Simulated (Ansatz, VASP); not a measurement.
**Two plane-wave programs on Rb**

```
Rb
1.0
    -3.07121    3.07121    2.69405
     3.07121   -3.07121    2.69405
     2.69405    2.69405   -2.69405
Rb
1
Direct
  0.00000 0.00000 0.00000
```

Change from the starting cell: engineering shear strain xy -0.1400, equal normal strain along x and y +0.0700.

Alike in both runs: task single point; functional LDA; k mesh 12 × 12 × 12; occupations gaussian, width 0.15 eV; no spin polarisation.

|  | VASP | Ansatz |
| --- | --- | --- |
| version | VASP 6.6.1 | Ansatz 0.2.0 |
| potentials or method | VASP PAW LDA potentials, release 64 (Rb_sv), cutoff 520 eV | scalar-relativistic, plane waves, PAW |
| valence electrons in the cell | 9 | 9 |

VASP gave:

- gap on the k mesh at the Fermi level (eV): none
- pressure (GPa): -0.4
- traceless stress, the component that is largest in VASP (GPa): 0.24

Question: Estimate Ansatz's values.

Answer: gap on the k mesh at the Fermi level (eV): none; pressure (GPa): -0.4; traceless stress, the component that is largest in VASP (GPa): 0.23.

LDA's correlation is that of Perdew and Zunger in VASP and of Perdew and Wang (1992) in Ansatz. A gap of «none» marks a metal or a gap that the smearing closes.
